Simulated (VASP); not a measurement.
# BeZn2S2O (P6/mmm) in VASP: notebook

BeZn2S2O is run at these levels: PBE; tasks: relaxation of cell and atoms, single point.

All numbers are computed with VASP 6.6.1; they aren't measurements. Logs are shortened: lines on timing, memory, paths and dates and some standing lists are left out, and cuts for length are marked.

### Step 1. The cell of the first run

Symmetry: P6/mmm, No. 191, hexagonal system. Conventional cell: a = 4.465 Å, b = 4.465 Å, c = 4.669 Å, α = 90.00°, β = 90.00°, γ = 120.00°. Be (site symmetry 6/mmm) has 2 O at 2.33 Å and 6 S at 2.58 Å within 3.1 Å. Zn (site symmetry -6m2) has 2 S at 2.33 Å and 3 O at 2.58 Å and 3 Zn at 2.58 Å within 3.1 Å. S (site symmetry -6m2) has 2 Zn at 2.33 Å and 3 Be at 2.58 Å and 3 S at 2.58 Å within 3.1 Å. O (site symmetry 6/mmm) has 2 Be at 2.33 Å and 6 Zn at 2.58 Å within 3.1 Å.

The cell was built from a structure type or drawn by symmetry, and may not be a known phase.

### Step 2. Relaxation of cell and atoms, PBE

File INCAR:

```
SYSTEM = BeZn2S2O
PREC     = Accurate       ! precision mode
ENCUT    = 600            ! plane-wave cutoff, eV
EDIFF    = 1E-7           ! SCF threshold, eV
ISMEAR   = 0              ! smearing method
SIGMA    = 0.1            ! smearing width, eV
LREAL    = .False.        ! projectors in reciprocal space
LASPH    = .True.         ! aspherical terms in the spheres
NELM     = 60             ! most SCF steps
ALGO     = Normal         ! electronic algorithm
ISIF     = 3              ! what is computed and relaxed
LWAVE    = .False.        ! write WAVECAR
LCHARG   = .False.        ! write CHGCAR
GGA      = PE             ! functional
IBRION   = 2              ! ionic algorithm
NSW      = 100            ! ionic steps
EDIFFG   = -0.01          ! ionic threshold
```

File KPOINTS:

```
Automatic mesh
0
Gamma
  12 12 8
  0 0 0
```

File POSCAR:

```
BeZn2S2O
1.0
    4.4646264509      0.0000000000      0.0000000000
   -2.2323132254      3.8664799249      0.0000000000
    0.0000000000      0.0000000000      4.6687990230
Be Zn S O
1 2 2 1
Direct
    0.0000000000      0.0000000000      0.5000000000
    0.3333333333      0.6666666667      0.0000000000
    0.6666666667      0.3333333333      0.0000000000
    0.3333333333      0.6666666667      0.5000000000
    0.6666666667      0.3333333333      0.5000000000
    0.0000000000      0.0000000000      0.0000000000
```

Potentials or basis: VASP PAW PBE potentials, release 64 (Be, Zn, S, O).

On the command line:

```console
> cat potpaw_PBE.64/Be/POTCAR potpaw_PBE.64/Zn/POTCAR potpaw_PBE.64/S/POTCAR potpaw_PBE.64/O/POTCAR > POTCAR
> mpirun -np 1 vasp_std > vasp.out
```

OUTCAR:

```text
SYSTEM = BeZn2S2O
   PREC = Accurate
   ENCUT = 600
   EDIFF = 1E-7
   ISMEAR = 0
   LREAL = .False.
   LASPH = .True.
   NELM = 60
   ISIF = 3
   GGA = PE
   IBRION = 2
   NSW = 100
   EDIFFG = -0.01

 ion  position               nearest neighbor table
   1  0.000  0.000  0.500-   4 2.58   5 2.58   4 2.58   5 2.58   5 2.58   4 2.58
   2  0.333  0.667  0.000-   4 2.33   4 2.33   3 2.58   3 2.58   3 2.58
   3  0.667  0.333  0.000-   5 2.33   5 2.33   2 2.58   2 2.58   2 2.58
   4  0.333  0.667  0.500-   2 2.33   2 2.33   1 2.58   5 2.58   5 2.58   1 2.58   1 2.58   5 2.58

   5  0.667  0.333  0.500-   3 2.33   3 2.33   1 2.58   4 2.58   4 2.58   1 2.58   1 2.58   4 2.58

   6  0.000  0.000  0.000-

  LATTYP: Found a hexagonal cell.
 ALAT       =     4.4646264509
 C/A-ratio  =     1.0457311657

  Lattice vectors:

 A1 = (   4.4646264509,   0.0000000000,   0.0000000000)
 A2 = (  -2.2323132254,   3.8664799249,   0.0000000000)
 A3 = (   0.0000000000,   0.0000000000,   4.6687990230)

Analysis of symmetry for initial positions (statically):
=====================================================================
 Subroutine PRICEL returns:
 Original cell was already a primitive cell.

 Routine SETGRP: Setting up the symmetry group for a
 hexagonal supercell.

 Subroutine GETGRP returns: Found 24 space group operations
 (whereof 24 operations were pure point group operations)
 out of a pool of 24 trial point group operations.

The static configuration has the point symmetry D_6h.

Analysis of symmetry for dynamics (positions and initial velocities):
=====================================================================
 Subroutine PRICEL returns:
 Original cell was already a primitive cell.

 Routine SETGRP: Setting up the symmetry group for a
 hexagonal supercell.

 Subroutine GETGRP returns: Found 24 space group operations
 (whereof 24 operations were pure point group operations)
 out of a pool of 24 trial point group operations.

The dynamic configuration has the point symmetry D_6h.

 Subroutine INISYM returns: Found 24 space group operations
 (whereof 24 operations are pure point group operations),
 and found     1 'primitive' translations

----------------------------------------------------------------------------------------

                                     Primitive cell

  volume of cell :      80.5946

  direct lattice vectors                    reciprocal lattice vectors
     4.464626451  0.000000000  0.000000000     0.223982905  0.129316590  0.000000000
    -2.232313225  3.866479925  0.000000000     0.000000000  0.258633180  0.000000000
     0.000000000  0.000000000  4.668799023     0.000000000  0.000000000  0.214187845

  length of vectors
     4.464626451  4.464626451  4.668799023     0.258633180  0.258633180  0.214187845

  position of ions in fractional coordinates (direct lattice)
     0.000000000  0.000000000  0.500000000
     0.333333333  0.666666667  0.000000000
     0.666666667  0.333333333  0.000000000
     0.333333333  0.666666667  0.500000000
     0.666666667  0.333333333  0.500000000
     0.000000000  0.000000000  0.000000000

  ion indices of the primitive-cell ions
   primitive index   ion index
                 1           1
                 2           2
                 3           3
                 4           4
                 5           5
[... 78 lines left out ...]
   NFREE  =      1    steps in history (QN), initial steepest desc. (CG)
   ISIF   =      3    stress and relaxation
   ISYM   =      2    0-nonsym 1-usesym 2-fastsym
   POTIM  = 0.5000    time-step for ionic-motion
   TEBEG  =    0.0;   TEEND  =   0.0 temperature during run
   PSTRESS=    0.0 pullay stress
   NELECT =      44.0000    total number of electrons
   NUPDOWN=      -1.0000    fix difference up-down
   EMIN   =  10.00;   EMAX   =-10.00  energy-range for DOS
   EFERMI =   0.00;   METHOD = LEGACY
   ISMEAR =     0;   SIGMA  =   0.10  broadening in eV -4-tet -1-fermi 0-gaus
   EFERMI_NEDOS =   21; number of points for ismear=-14 and -15
   IALGO  =     38    algorithm
   IMIX   =      4    mixing-type and parameters
     AMIX     =   0.40;   BMIX     =  1.00
     AMIX_MAG =   1.60;   BMIX_MAG =  1.00
  volume/ion in A,a.u.               =      13.43        90.65
  Fermi-wavevector in a.u.,A,eV,Ry     =   1.338003  2.528459 24.357852  1.790252
  Thomas-Fermi vector in A             =   2.466507
   LORBIT       =      0    0 simple, 1 ext, 2 COOP (PROOUT), +10 PAW based schemes
   GGA     = PE    functional components
   LHFCALC =     F    Hartree Fock is set to
   AEXX    =    0.0000 exact exchange contribution
   IVDW    =     0    specifies the selected vdW correction
   LEPSILON=     F    determine dielectric tensor
   LRPA    =     F    only Hartree local field effects (RPA)
 conjugate gradient relaxation of ions
 non-spin polarized calculation
 Gauss-broadening in eV      SIGMA  =   0.10
  energy-cutoff  :      600.00
  volume of cell :       80.59
 maximum number of plane-waves:      2711
 NGX is ok and might be reduce to    36
   NGX = 17   NGY = 17   NGZ = 19

--------------------------------------- Ionic step        1  -------------------------------------------

 number of electron      43.9999996 magnetization

 Free energy of the ion-electron system (eV)
  ---------------------------------------------------
  ext. energy  EPLUGINS =         0.00000000
  ---------------------------------------------------
  free energy    TOTEN  =       -19.05987632 eV

  energy without entropy =      -19.05005159  energy(sigma->0) =      -19.05496396

------------------------ aborting loop because EDIFF is reached ----------------------------------------

  FORCE on cell =-STRESS in cart. coord.  units (eV):
  Direction    XX          YY          ZZ          XY          YZ          ZX
  --------------------------------------------------------------------------------------
  -------------------------------------------------------------------------------------
  Total        0.1993235      0.1993235      0.3481852      0.0000000     -0.0000000     -0.0000000
  in kB        3.9624430      3.9624430      6.9217318      0.0000000     -0.0000000     -0.0000000
  external PRESSURE =       4.9488726 kB  Pullay stress =       0.0000000 kB

 VOLUME and BASIS-vectors are now :
 -----------------------------------------------------------------------------
  energy-cutoff  :      600.00
  volume of cell :       80.59
      direct lattice vectors                 reciprocal lattice vectors
     4.464626451  0.000000000  0.000000000     0.223982905  0.129316590  0.000000000
    -2.232313225  3.866479925  0.000000000     0.000000000  0.258633180  0.000000000
     0.000000000  0.000000000  4.668799023     0.000000000  0.000000000  0.214187845

 POSITION                                       TOTAL-FORCE (eV/Angst)
 -----------------------------------------------------------------------------------
      0.00000      0.00000      2.33440         0.000000      0.000000     -0.000000
     -0.00000      2.57765      0.00000        -0.000000      0.000000     -0.000000
      2.23231      1.28883      0.00000         0.000000      0.000000      0.000000
     -0.00000      2.57765      2.33440         0.000000     -0.000000     -0.000000
      2.23231      1.28883      2.33440        -0.000000      0.000000     -0.000000
      0.00000      0.00000      0.00000        -0.000000      0.000000     -0.000000
 -----------------------------------------------------------------------------------
    total drift:                                0.000000      0.000000      0.000000

  FREE ENERGIE OF THE ION-ELECTRON SYSTEM (eV)
  ---------------------------------------------------
  free  energy   TOTEN  =       -19.0598763200 eV

  energy  without entropy=      -19.0500515915  energy(sigma->0) =      -19.05496396

--------------------------------------- Ionic step        2  -------------------------------------------

 number of electron      43.9999994 magnetization

 Free energy of the ion-electron system (eV)
  ---------------------------------------------------
  ext. energy  EPLUGINS =         0.00000000
  ---------------------------------------------------
  free energy    TOTEN  =       -19.06052713 eV

  energy without entropy =      -19.05061503  energy(sigma->0) =      -19.05557108

 E-fermi :   5.5473     XC(G=0): -10.9863

 val. band max:        5.5424078910   @ k =   0.4167  -0.0000   0.0000
 cond. band min:       5.5507516833   @ k =   0.2500   0.1667   0.1250
 fundamental gap:      0.0083437923
 Fermi energy:         5.5472782025

 k-point     1 :       0.0000    0.0000    0.0000
  band No.  band energies     occupation
      1     -12.3515      2.00000
      2     -10.4443      2.00000
      3      -6.3426      2.00000
      4      -2.4044      2.00000
      5      -2.4044      2.00000
      6      -2.4024      2.00000
[... 685 lines left out ...]
     25       8.8434      0.00000
     26       9.0247      0.00000

 [... further k-points ...]

------------------------ aborting loop because EDIFF is reached ----------------------------------------

  FORCE on cell =-STRESS in cart. coord.  units (eV):
  Direction    XX          YY          ZZ          XY          YZ          ZX
  --------------------------------------------------------------------------------------
  -------------------------------------------------------------------------------------
  Total       -0.0365879     -0.0365879     -0.0544844     -0.0000000     -0.0000000      0.0000000
  in kB       -0.7229972     -0.7229972     -1.0766426     -0.0000000     -0.0000000      0.0000000
  external PRESSURE =      -0.8408790 kB  Pullay stress =       0.0000000 kB

 VOLUME and BASIS-vectors are now :
 -----------------------------------------------------------------------------
  energy-cutoff  :      600.00
  volume of cell :       81.08
      direct lattice vectors                 reciprocal lattice vectors
     4.471781681  0.000000000 -0.000000000     0.223624513  0.129109673  0.000000000
    -2.235890840  3.872676536 -0.000000000    -0.000000000  0.258219345  0.000000000
    -0.000000000 -0.000000000  4.681869619     0.000000000  0.000000000  0.213589886

 POSITION                                       TOTAL-FORCE (eV/Angst)
 -----------------------------------------------------------------------------------
     -0.00000     -0.00000      2.34093         0.000000      0.000000     -0.000000
     -0.00000      2.58178      4.68187         0.000000      0.000000     -0.000000
      2.23589      1.29089     -0.00000        -0.000000     -0.000000      0.000000
     -0.00000      2.58178      2.34093         0.000000     -0.000000      0.000000
      2.23589      1.29089      2.34093        -0.000000      0.000000     -0.000000
     -0.00000     -0.00000      4.68187         0.000000      0.000000     -0.000000
 -----------------------------------------------------------------------------------
    total drift:                                0.000000      0.000000      0.000000

  FREE ENERGIE OF THE ION-ELECTRON SYSTEM (eV)
  ---------------------------------------------------
  free  energy   TOTEN  =       -19.0605271342 eV

  energy  without entropy=      -19.0506150275  energy(sigma->0) =      -19.05557108

 reached required accuracy - stopping structural energy minimisation
```

Run time: 2.9 min. Hardware: 1 thread of Intel Xeon 6975P-C (Granite Rapids), shared host; peak memory 0.39 GiB.

What came out:

* Free energy: -19.0605 eV
* Relaxed volume: 13.51 Å³/atom
* Relaxed cell: a = 4.472 Å, b = 4.472 Å, c = 4.682 Å, α = 90.00°, β = 90.00°, γ = 120.00°
* Space group after relaxing (to 0.1 Å): P6/mmm (No. 191)
* Energy gained by relaxing: 0.1 meV/atom
* Ionic steps: 2
* Pressure after relaxing: -0.1 GPa
* Band gap on the k mesh: zero (bands 22 and 23 overlap by 2.95 eV)

The path:
```
step  energy change (eV)  largest force (eV/Å)  pressure (GPa)  volume (Å³)
   1              0.0000                0.0000            0.49        80.59
   2             -0.0007                0.0000           -0.08        81.08
```

Final structure:
```cif
data_structure
_symmetry_space_group_name_H-M 'P 1'
_symmetry_Int_Tables_number 1
_cell_length_a 4.4718
_cell_length_b 4.4718
_cell_length_c 4.6819
_cell_angle_alpha 90.000
_cell_angle_beta 90.000
_cell_angle_gamma 120.000
_cell_volume 81.08
loop_
_atom_site_label
_atom_site_type_symbol
_atom_site_fract_x
_atom_site_fract_y
_atom_site_fract_z
_atom_site_occupancy
Be1 Be 0.00000 0.00000 0.50000 1
Zn1 Zn 0.33333 0.66667 0.00000 1
Zn2 Zn 0.66667 0.33333 0.00000 1
S1 S 0.33333 0.66667 0.50000 1
S2 S 0.66667 0.33333 0.50000 1
O1 O 0.00000 0.00000 0.00000 1
```

### Step 3. Single point, PBE

File INCAR:

```
SYSTEM = BeZn2S2O
PREC = Accurate
ENCUT = 520
EDIFF = 1E-6
ISMEAR = 0
SIGMA = 0.1
LREAL = .False.
LASPH = .True.
NELM = 100
ALGO = Normal
ISIF = 2
LWAVE = .False.
LCHARG = .False.
GGA = PE
NBANDS = 31
```

File KPOINTS:

```
Automatic mesh
0
Gamma
  6 6 4
  0 0 0
```

POSCAR is that of step 2.

Potentials or basis: VASP PAW PBE potentials, release 64 (Be, Zn, S, O).

On the command line:

```console
> cat potpaw_PBE.64/Be/POTCAR potpaw_PBE.64/Zn/POTCAR potpaw_PBE.64/S/POTCAR potpaw_PBE.64/O/POTCAR > POTCAR
> mpirun -np 1 vasp_std > vasp.out
```

Run time: 28 s. Hardware: 1 thread of Intel Xeon Platinum 8488C (Sapphire Rapids), shared host; peak memory 0.22 GiB.

Results (log left out):

```yaml
Free_energy: -19.0949 eV
Pressure: 0.3 GPa
Band_gap_on_the_k_mesh: zero (bands 22 and 23 overlap by 2.86 eV)
```

Stress tensor (GPa, compression positive):
```
0.08 0.00 0.00
0.00 0.08 0.00
0.00 0.00 0.70
```

Levels at points of the mesh, in eV from the Fermi level:
```csv
k point,band 18,band 19,band 20,band 21,band 22,band 23,band 24,band 25,band 26,band 27
"(0.00, 0.00, 0.00)",-3.58,-3.58,-2.70,-2.57,-1.67,-1.67,1.36,3.68,3.68,4.65
"(0.50, 0.00, 0.00)",-4.34,-3.11,-3.09,-0.90,-0.53,0.61,0.78,2.97,4.22,5.08
"(0.00, 0.00, 0.50)",-2.84,-2.84,-2.56,-2.56,-2.28,1.66,1.66,1.99,2.50,4.52
"(0.50, 0.00, 0.50)",-3.83,-2.28,-1.74,-0.36,0.97,2.05,2.77,3.75,3.93,4.24
```

### Step 4. Single point, PBE

This run uses another cell than the first one, of 15.56 Å³/atom.

File INCAR:

```
  PREC = Accurate
  ENCUT = 520
  EDIFF = 1E-6
  ISMEAR = 0
  SIGMA = 0.1
  LREAL = F
  LASPH = T
  NELM = 60
  ALGO = Normal
  ISIF = 2
  LWAVE = F
  LCHARG = F
  GGA = PE
  NBANDS = 31
```

File KPOINTS:

```
regular mesh
0
Gamma
  6 6 4
```

File POSCAR:

```
BeZn2S2O
1.0
    5.1910736200      0.0000000000      0.0000000000
   -2.5955368100      4.4956016300      0.0000000000
    0.0000000000      0.0000000000      4.0017199500
Be Zn S O
1 2 2 1
Direct
    0.0000000000      0.0000000000      0.5000000000
    0.3333333300      0.6666666700      0.0000000000
    0.6666666700      0.3333333300      0.0000000000
    0.3333333300      0.6666666700      0.5000000000
    0.6666666700      0.3333333300      0.5000000000
    0.0000000000      0.0000000000      0.0000000000
```

On the command line:

```console
> cat potpaw_PBE.64/Be/POTCAR potpaw_PBE.64/Zn/POTCAR potpaw_PBE.64/S/POTCAR potpaw_PBE.64/O/POTCAR > POTCAR
> mpirun -np 1 vasp_std > vasp.out
```

Run time: 35 s. Hardware: 1 thread of Intel Xeon Platinum 8488C (Sapphire Rapids), shared host; peak memory 0.23 GiB.

The run converged. Its results:

| Quantity | Value |
| --- | --- |
| Free energy | -18.1932 eV |
| Pressure | 8.2 GPa |
| Band gap on the k mesh | zero (bands 22 and 23 overlap by 0.88 eV) |

Stress tensor (GPa, compression positive):
```
 1.66  0.00  0.00
 0.00  1.66  0.00
 0.00  0.00 21.37
```

Levels at points of the mesh, in eV from the Fermi level:
| k point | band 19 | band 20 | band 21 | band 22 | band 23 | band 24 | band 25 | band 26 |
| --- | --- | --- | --- | --- | --- | --- | --- | --- |
| (0.00, 0.00, 0.00) | -3.44 | -3.44 | -1.07 | -0.74 | -0.74 | 1.15 | 3.70 | 5.00 |
| (0.50, 0.00, 0.00) | -2.85 | -1.73 | -1.46 | -0.90 | 0.62 | 0.87 | 2.27 | 4.33 |
| (0.00, 0.00, 0.50) | -2.17 | -2.17 | -1.57 | -1.57 | 1.03 | 1.03 | 3.65 | 4.97 |
| (0.50, 0.00, 0.50) | -2.09 | -1.46 | -1.08 | -0.02 | 1.72 | 1.76 | 4.09 | 4.11 |

Caveat: the k points lie up to 0.39 Å⁻¹ apart, too coarse for converged energies and pressures of a metal.

### Step 5. The runs side by side

```tsv
task	cell	k mesh	cutoff (eV)	gap on the mesh (eV)	pressure (GPa)
relaxation of cell and atoms	relaxed from a = 4.465, b = 4.465, c = 4.669 Å, angles 90.0, 90.0, 120.0°, 6 atoms	12 × 12 × 8	600	none	-0.1
single point	a = 4.465, b = 4.465, c = 4.669 Å, angles 90.0, 90.0, 120.0°, 6 atoms	6 × 6 × 4	520	none	0.3
single point	a = 5.191, b = 5.191, c = 4.002 Å, angles 90.0, 90.0, 120.0°, 6 atoms	6 × 6 × 4	520	none	8.2
```

Alike in all rows: level PBE; potentials or basis VASP PAW PBE potentials, release 64 (Be, Zn, S, O); no spin polarisation; smearing gaussian 0.1 eV.

Caveats: some runs use coarse meshes.

Absolute energies hang on the potentials; compare differences alone.
